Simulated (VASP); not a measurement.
# Cu (I4/mmm) in VASP: a series of runs

The runs below take Cu through single point, with LDA.

Everything below comes from runs of VASP 6.6.1. Logs are shortened: lines on timing, memory, paths and dates and some standing lists are left out, and cuts for length are marked.

**1. The cell of the first run**

The structure is tetragonal, space group I4/mmm (No. 139). Conventional cell: a = 2.874 Å, b = 2.874 Å, c = 2.700 Å, α = 90.00°, β = 90.00°, γ = 90.00°. Cu (site symmetry 4/mmm) has 14 Cu at 2.44 to 2.87 Å within 3.2 Å.

**2. Single point, LDA (11.15 Å³/atom)**

Input file INCAR:

```
SYSTEM = Cu
ALGO = Fast ; EDIFF = 1E-6
ENCUT = 520 ; GGA = CA
ISIF = 2 ; ISMEAR = 0
LASPH = .TRUE. ; LCHARG = .TRUE.
LELF = .TRUE. ; LREAL = .FALSE.
LVHAR = .TRUE. ; LWAVE = .FALSE.
NBANDS = 12 ; NELM = 60
PREC = Accurate ; SIGMA = 0.15
```

Input file KPOINTS:

```
k-points
0
G
  24 24 24
  0 0 0
```

Input file POSCAR:

```
Cu
1.0
   -1.4368419556      1.4368419556      1.3499539905
    1.4368419556     -1.4368419556      1.3499539905
    1.4368419556      1.4368419556     -1.3499539905
Cu
1
Direct
    0.0000000000      0.0000000000      0.0000000000
```

Potentials or basis: VASP PAW LDA potentials, release 64 (Cu).

Command:

```
> cat potpaw_LDA.64/Cu/POTCAR > POTCAR
> mpirun -np 1 vasp_std > vasp.out
```

OUTCAR:

```text
SYSTEM = Cu
   EDIFF = 1E-6
   ENCUT = 520
   GGA = CA
   ISIF = 2
   ISMEAR = 0
   LASPH = .TRUE.
   LREAL = .FALSE.
   NELM = 60
   PREC = Accurate

 ion  position               nearest neighbor table
   1  0.000  0.000  0.000-

  LATTYP: Found a body centered tetragonal cell.
 ALAT       =     2.8736839112
 C/A-ratio  =     0.9395285162

  Lattice vectors:

 A1 = (  -1.4368419556,   1.4368419556,   1.3499539905)
 A2 = (   1.4368419556,  -1.4368419556,   1.3499539905)
 A3 = (   1.4368419556,   1.4368419556,  -1.3499539905)

Analysis of symmetry for initial positions (statically):
=====================================================================
 Subroutine PRICEL returns:
 Original cell was already a primitive cell.

 Routine SETGRP: Setting up the symmetry group for a
 body centered tetragonal supercell.

 Subroutine GETGRP returns: Found 16 space group operations
 (whereof 16 operations were pure point group operations)
 out of a pool of 16 trial point group operations.

The static configuration has the point symmetry D_4h.

Analysis of symmetry for dynamics (positions and initial velocities):
=====================================================================
 Subroutine PRICEL returns:
 Original cell was already a primitive cell.

 Routine SETGRP: Setting up the symmetry group for a
 body centered tetragonal supercell.

 Subroutine GETGRP returns: Found 16 space group operations
 (whereof 16 operations were pure point group operations)
 out of a pool of 16 trial point group operations.

The dynamic configuration has the point symmetry D_4h.

 Subroutine INISYM returns: Found 16 space group operations
 (whereof 16 operations are pure point group operations),
 and found     1 'primitive' translations

----------------------------------------------------------------------------------------

                                     Primitive cell

  volume of cell :      11.1480

  direct lattice vectors                    reciprocal lattice vectors
    -1.436841956  1.436841956  1.349953990     0.000000000  0.347985384  0.370382993
     1.436841956 -1.436841956  1.349953990     0.347985384  0.000000000  0.370382993
     1.436841956  1.436841956 -1.349953990     0.347985384  0.347985384  0.000000000

  length of vectors
     2.439550243  2.439550243  2.439550243     0.508209986  0.508209986  0.492125650

  position of ions in fractional coordinates (direct lattice)
     0.000000000  0.000000000  0.000000000

  ion indices of the primitive-cell ions
   primitive index   ion index
[... 82 lines left out ...]
   TEBEG  =    0.0;   TEEND  =   0.0 temperature during run
   PSTRESS=    0.0 pullay stress
   NELECT =      11.0000    total number of electrons
   NUPDOWN=      -1.0000    fix difference up-down
   EMIN   =  10.00;   EMAX   =-10.00  energy-range for DOS
   EFERMI =   0.00;   METHOD = LEGACY
   ISMEAR =     0;   SIGMA  =   0.15  broadening in eV -4-tet -1-fermi 0-gaus
   EFERMI_NEDOS =   21; number of points for ismear=-14 and -15
   IALGO  =     68    algorithm
   IMIX   =      4    mixing-type and parameters
     AMIX     =   0.40;   BMIX     =  1.00
     AMIX_MAG =   1.60;   BMIX_MAG =  1.00
  volume/ion in A,a.u.               =      11.15        75.23
  Fermi-wavevector in a.u.,A,eV,Ry     =   1.629822  3.079916 36.141407  2.656318
  Thomas-Fermi vector in A             =   2.722224
   LORBIT       =      0    0 simple, 1 ext, 2 COOP (PROOUT), +10 PAW based schemes
   GGA     = CA    functional components
   LHFCALC =     F    Hartree Fock is set to
   AEXX    =    0.0000 exact exchange contribution
   IVDW    =     0    specifies the selected vdW correction
   LEPSILON=     F    determine dielectric tensor
   LRPA    =     F    only Hartree local field effects (RPA)
 non-spin polarized calculation
 RMM-DIIS sequential band-by-band and
 Gauss-broadening in eV      SIGMA  =   0.15
  energy-cutoff  :      520.00
  volume of cell :       11.15
 maximum number of plane-waves:       314
   NGX =  9   NGY =  9   NGZ =  9

 number of electron      11.0000009 magnetization

 Free energy of the ion-electron system (eV)
  ---------------------------------------------------
  ext. energy  EPLUGINS =         0.00000000
  ---------------------------------------------------
  free energy    TOTEN  =        -4.66810239 eV

  energy without entropy =       -4.66387437  energy(sigma->0) =       -4.66598838

 E-fermi :   8.0910     XC(G=0): -13.4446

 val. band max:        8.0785368195   @ k =  -0.0833   0.5000   0.0417
 cond. band min:       8.0958291249   @ k =   0.5000   0.2083   0.1250
 fundamental gap:      0.0172923054
 Fermi energy:         8.0909893947

 k-point     1 :       0.0000    0.0000    0.0000
  band No.  band energies     occupation
      1      -1.7060      2.00000
      2       4.5710      2.00000
      3       4.8461      2.00000
      4       4.8461      2.00000
      5       5.6984      2.00000
      6       5.9914      2.00000
      7      33.0810      0.00000
      8      33.0810      0.00000
      9      34.8188      0.00000
     10      37.3664      0.00000
     11      37.4366      0.00000
     12      37.4718      0.00000
[... 331 lines left out ...]
 k-point    24 :       0.4583    0.0417    0.0000
  band No.  band energies     occupation
      1       2.7202      2.00000
      2       3.8723      2.00000
      3       5.7970      2.00000
      4       6.0615      2.00000
      5       6.5038      2.00000
      6       7.7224      1.99949
      7      13.1199      0.00000
      8      24.9123      0.00000
      9      25.5904      0.00000
     10      30.1894      0.00000
     11      33.3061      0.00000
     12      42.0543      0.00000

 [... further k-points ...]

------------------------ aborting loop because EDIFF is reached ----------------------------------------

  FORCE on cell =-STRESS in cart. coord.  units (eV):
  Direction    XX          YY          ZZ          XY          YZ          ZX
  --------------------------------------------------------------------------------------
  -------------------------------------------------------------------------------------
  Total       -0.1569061     -0.1569061     -0.1610922      0.0000000      0.0000000      0.0000000
  in kB      -22.5503560    -22.5503560    -23.1519763      0.0000000      0.0000000      0.0000000
  external PRESSURE =     -22.7508961 kB  Pullay stress =       0.0000000 kB

 VOLUME and BASIS-vectors are now :
 -----------------------------------------------------------------------------
  energy-cutoff  :      520.00
  volume of cell :       11.15
      direct lattice vectors                 reciprocal lattice vectors
    -1.436841956  1.436841956  1.349953990     0.000000000  0.347985384  0.370382993
     1.436841956 -1.436841956  1.349953990     0.347985384  0.000000000  0.370382993
     1.436841956  1.436841956 -1.349953990     0.347985384  0.347985384  0.000000000

 POSITION                                       TOTAL-FORCE (eV/Angst)
 -----------------------------------------------------------------------------------
      0.00000      0.00000      0.00000         0.000000     -0.000000      0.000000
 -----------------------------------------------------------------------------------
    total drift:                                0.000000      0.000000      0.000000

  FREE ENERGIE OF THE ION-ELECTRON SYSTEM (eV)
  ---------------------------------------------------
  free  energy   TOTEN  =        -4.6681023893 eV

  energy  without entropy=       -4.6638743695  energy(sigma->0) =       -4.66598838
```

It took 60 s on 1 thread of Intel Xeon 6975P-C (Granite Rapids), shared host; peak memory 0.24 GiB.

What came out:

| Item | Value |
| --- | --- |
| Free energy | -4.6681 eV |
| Pressure | -2.3 GPa |
| Band gap on the k mesh | zero (an odd number of electrons rules out a gap without spin polarisation) |

**3. Single point, LDA (10.49 Å³/atom)**

This run uses another cell than the first one, of 10.49 Å³/atom.

Input file INCAR:

```
PREC     = Accurate       # precision mode
ENCUT    = 520            # plane-wave cutoff, eV
EDIFF    = 1E-7           # SCF threshold, eV
ISMEAR   = 0              # smearing method
SIGMA    = 0.15           # smearing width, eV
LREAL    = False          # projectors in reciprocal space
LASPH    = True           # aspherical terms in the spheres
NELM     = 80             # most SCF steps
ALGO     = Fast           # electronic algorithm
ISIF     = 2              # what is computed and relaxed
LWAVE    = False          # write WAVECAR
LCHARG   = False          # write CHGCAR
NBANDS   = 12             # bands
```

Input file KPOINTS:

```
Automatic mesh
0
Gamma
  24 24 24
```

Input file POSCAR:

```
Cu
1.0
   -1.3662536384      1.3662536384      1.4051918671
    1.3662536384     -1.3662536384      1.4051918671
    1.3662536384      1.3662536384     -1.4051918671
Cu
1
Direct
    0.0000000000      0.0000000000      0.0000000000
```

Potentials or basis: VASP PAW LDA potentials, release 64 (Cu).

Command:

```
> cat potpaw_LDA.64/Cu/POTCAR > POTCAR
> mpirun -np 1 vasp_std > vasp.out
```

OUTCAR:

```text
PREC = Accurate
   ENCUT = 520
   EDIFF = 1E-7
   ISMEAR = 0
   LREAL = False
   LASPH = True
   NELM = 80
   ISIF = 2

 ion  position               nearest neighbor table
   1  0.000  0.000  0.000-

  LATTYP: Found a body centered tetragonal cell.
 ALAT       =     2.7325072768
 C/A-ratio  =     1.0285000000

  Lattice vectors:

 A1 = (  -1.3662536384,   1.3662536384,   1.4051918671)
 A2 = (   1.3662536384,  -1.3662536384,   1.4051918671)
 A3 = (   1.3662536384,   1.3662536384,  -1.4051918671)

Analysis of symmetry for initial positions (statically):
=====================================================================
 Subroutine PRICEL returns:
 Original cell was already a primitive cell.

 Routine SETGRP: Setting up the symmetry group for a
 body centered tetragonal supercell.

 Subroutine GETGRP returns: Found 16 space group operations
 (whereof 16 operations were pure point group operations)
 out of a pool of 16 trial point group operations.

The static configuration has the point symmetry D_4h.

Analysis of symmetry for dynamics (positions and initial velocities):
=====================================================================
 Subroutine PRICEL returns:
 Original cell was already a primitive cell.

 Routine SETGRP: Setting up the symmetry group for a
 body centered tetragonal supercell.

 Subroutine GETGRP returns: Found 16 space group operations
 (whereof 16 operations were pure point group operations)
 out of a pool of 16 trial point group operations.

The dynamic configuration has the point symmetry D_4h.

 Subroutine INISYM returns: Found 16 space group operations
 (whereof 16 operations are pure point group operations),
 and found     1 'primitive' translations

----------------------------------------------------------------------------------------

                                     Primitive cell

  volume of cell :      10.4920

  direct lattice vectors                    reciprocal lattice vectors
[... 113 lines left out ...]
   IVDW    =     0    specifies the selected vdW correction
   LEPSILON=     F    determine dielectric tensor
   LRPA    =     F    only Hartree local field effects (RPA)
 non-spin polarized calculation
 RMM-DIIS sequential band-by-band and
 Gauss-broadening in eV      SIGMA  =   0.15
  energy-cutoff  :      520.00
  volume of cell :       10.49
 maximum number of plane-waves:       297
 NGX is ok and might be reduce to    18
   NGX =  9   NGY =  9   NGZ =  9

 number of electron      11.0000011 magnetization

 Free energy of the ion-electron system (eV)
  ---------------------------------------------------
  ext. energy  EPLUGINS =         0.00000000
  ---------------------------------------------------
  free energy    TOTEN  =        -4.65559741 eV

  energy without entropy =       -4.65170324  energy(sigma->0) =       -4.65365033

 E-fermi :   8.9397     XC(G=0): -13.8113

 val. band max:        8.9395922286   @ k =   0.2917   0.1250   0.0833
 cond. band min:       8.9461660964   @ k =  -0.3750   0.4583   0.0833
 fundamental gap:      0.0065738678
 Fermi energy:         8.9397449810

 k-point     1 :       0.0000    0.0000    0.0000
  band No.  band energies     occupation
      1      -1.3612      2.00000
      2       5.3223      2.00000
      3       5.3223      2.00000
      4       5.4490      2.00000
      5       6.5179      2.00000
      6       6.6507      2.00000
      7      34.7631      0.00000
      8      35.3770      0.00000
      9      35.3770      0.00000
     10      39.5316      0.00000
     11      39.5548      0.00000
     12      40.1418      0.00000
[... 331 lines left out ...]
 k-point    24 :       0.4583    0.0417   -0.0000
  band No.  band energies     occupation
      1       3.1458      2.00000
      2       4.5698      2.00000
      3       6.4716      2.00000
      4       6.6276      2.00000
      5       7.2101      2.00000
      6       8.2443      2.00000
      7      13.9750      0.00000
      8      27.0737      0.00000
      9      27.9738      0.00000
     10      32.5812      0.00000
     11      36.0002      0.00000
     12      43.7991      0.00000

 [... further k-points ...]

------------------------ aborting loop because EDIFF is reached ----------------------------------------

  FORCE on cell =-STRESS in cart. coord.  units (eV):
  Direction    XX          YY          ZZ          XY          YZ          ZX
  --------------------------------------------------------------------------------------
  -------------------------------------------------------------------------------------
  Total        0.6462884      0.6462884      0.6713942      0.0000000      0.0000000      0.0000000
  in kB       98.6912473     98.6912473    102.5250227      0.0000000      0.0000000      0.0000000
  external PRESSURE =      99.9691725 kB  Pullay stress =       0.0000000 kB

 VOLUME and BASIS-vectors are now :
 -----------------------------------------------------------------------------
  energy-cutoff  :      520.00
  volume of cell :       10.49
      direct lattice vectors                 reciprocal lattice vectors
    -1.366253638  1.366253638  1.405191867     0.000000000  0.365964259  0.355823295
     1.366253638 -1.366253638  1.405191867     0.365964259  0.000000000  0.355823295
     1.366253638  1.366253638 -1.405191867     0.365964259  0.365964259  0.000000000

 POSITION                                       TOTAL-FORCE (eV/Angst)
 -----------------------------------------------------------------------------------
      0.00000      0.00000      0.00000        -0.000000      0.000000     -0.000000
 -----------------------------------------------------------------------------------
    total drift:                                0.000000     -0.000000     -0.000000

  FREE ENERGIE OF THE ION-ELECTRON SYSTEM (eV)
  ---------------------------------------------------
  free  energy   TOTEN  =        -4.6555974087 eV

  energy  without entropy=       -4.6517032443  energy(sigma->0) =       -4.65365033
```

It took 74 s on 1 thread of Intel Xeon 6975P-C (Granite Rapids), shared host; peak memory 0.22 GiB.

Results:

```yaml
Free_energy: -4.6556 eV
Pressure: 10.0 GPa
Band_gap_on_the_k_mesh: zero (an odd number of electrons rules out a gap without spin polarisation)
```

Levels at points of the mesh, in eV from the Fermi level:
```
           k point  band 2  band 3  band 4  band 5  band 6  band 7  band 8  band 9  band 10  band 11
(0.00, 0.00, 0.00)   -3.62   -3.62   -3.49   -2.42   -2.29   25.82   26.44   26.44    30.59    30.62
(0.50, 0.00, 0.00)   -4.38   -2.47   -2.22   -1.48   -0.98    4.88   18.73   19.22    23.12    26.59
(0.50, 0.50, 0.00)   -4.54   -2.31   -2.18   -1.46   -0.75    5.20   17.98   18.34    22.42    25.95
(0.50, 0.50, 0.50)   -5.39   -1.70   -1.67   -1.67    7.92    9.05    9.05   14.25    14.92    18.09
```

Caveat: the cell stands under pressure.

**4. Single point, LDA (10.49 Å³/atom)**

This run uses another cell than the first one, of 10.49 Å³/atom.

Input file INCAR:

```
SYSTEM = Cu
PREC     = Accurate       ! precision mode
ENCUT    = 520            ! plane-wave cutoff, eV
EDIFF    = 1E-7           ! SCF threshold, eV
ISMEAR   = 0              ! smearing method
SIGMA    = 0.15           ! smearing width, eV
LREAL    = .False.        ! projectors in reciprocal space
LASPH    = .True.         ! aspherical terms in the spheres
NELM     = 80             ! most SCF steps
ALGO     = Normal         ! electronic algorithm
ISIF     = 2              ! what is computed and relaxed
LWAVE    = .False.        ! write WAVECAR
LCHARG   = .False.        ! write CHGCAR
GGA      = CA             ! functional
NBANDS   = 12             ! bands
```

Input file KPOINTS:

```
Automatic mesh
0
Gamma
  24 24 24
  0 0 0
```

Input file POSCAR:

```
Cu
1.0
   -1.3940000401      1.3940000401      1.3498102388
    1.3940000401     -1.3940000401      1.3498102388
    1.3940000401      1.3940000401     -1.3498102388
Cu
1
Direct
    0.0000000000      0.0000000000      0.0000000000
```

Command:

```
> cat potpaw_LDA.64/Cu/POTCAR > POTCAR
> mpirun -np 1 vasp_std > vasp.out
```

It took 55 s on 1 thread of Intel Xeon 6975P-C (Granite Rapids), shared host; peak memory 0.23 GiB.

Results (log left out):

```yaml
Free_energy: -4.6554 eV
Pressure: 9.3 GPa
Band_gap_on_the_k_mesh: zero (an odd number of electrons rules out a gap without spin polarisation)
```

Levels at points of the mesh, in eV from the Fermi level:
| k point | band 3 | band 4 | band 5 | band 6 | band 7 | band 8 | band 9 | band 10 |
| --- | --- | --- | --- | --- | --- | --- | --- | --- |
| (0.00, 0.00, 0.00) | -3.52 | -3.52 | -2.44 | -2.28 | 25.94 | 25.94 | 26.78 | 30.55 |
| (0.50, 0.00, 0.00) | -2.38 | -2.16 | -1.47 | -0.81 | 5.12 | 18.19 | 18.58 | 22.61 |
| (0.50, 0.50, 0.00) | -2.51 | -2.26 | -1.49 | -1.08 | 4.74 | 19.06 | 19.61 | 23.43 |
| (0.50, 0.50, 0.50) | -1.69 | -1.69 | -1.65 | 8.23 | 8.23 | 9.55 | 14.28 | 14.84 |

Caveat: the cell stands under pressure.

**5. Overview**

```tsv
cell	gap on the mesh (eV)	pressure (GPa)
a = 2.440 Å, angles 107.8, 107.8, 112.8°, 1 atom	none	-2.3
a = 2.389 Å, angles 110.2, 110.2, 107.9°, 1 atom	none	10.0
a = 2.389 Å, angles 108.6, 108.6, 111.2°, 1 atom	none	9.3
```

Alike in all rows: task single point; level LDA; potentials or basis VASP PAW LDA potentials, release 64 (Cu); no spin polarisation; k mesh 24 × 24 × 24; cutoff (eV) 520; smearing gaussian 0.15 eV.

Caveats: the cell stands under pressure (at least some runs).

Total energies depend on the potentials used, so only differences within one code and one set of settings carry meaning.
